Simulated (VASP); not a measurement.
Input of a VASP 6.6.1 run:

Contents of INCAR:

```
ALGO = Normal
EDIFF = 1E-6
ENCUT = 520
ISIF = 2
ISMEAR = -1
ISPIN = 2
LASPH = T
LCHARG = F
LMAXMIX = 4
LORBIT = 11
LREAL = F
LWAVE = F
MAGMOM = 1
NBANDS = 15
NELM = 150
PREC = Accurate
SIGMA = 0.08
```

File KPOINTS:

```
k-points
0
Gamma
  18 18 18
```

Contents of POSCAR:

```
Ni
1.0
    0.0000000000      1.6774038169      1.6774038169
    1.6774038169      0.0000000000      1.6774038169
    1.6774038169      1.6774038169      0.0000000000
Ni
1
Direct
    0.0000000000      0.0000000000      0.0000000000
```

Potentials or basis: VASP PAW LDA potentials, release 64 (Ni).

The run is started by

```console
$ cat potpaw_LDA.64/Ni/POTCAR > POTCAR
$ mpirun -np 1 vasp_std > vasp.out
```

Q: What does it give for the pressure?

A: 17.9 GPa.

Q: What does it give for the site moments?

A: Ni +0.56 μB.

Q: What does it give for the net moment?

A: 0.57 μB per cell.

Caveat: the cell stands under pressure.
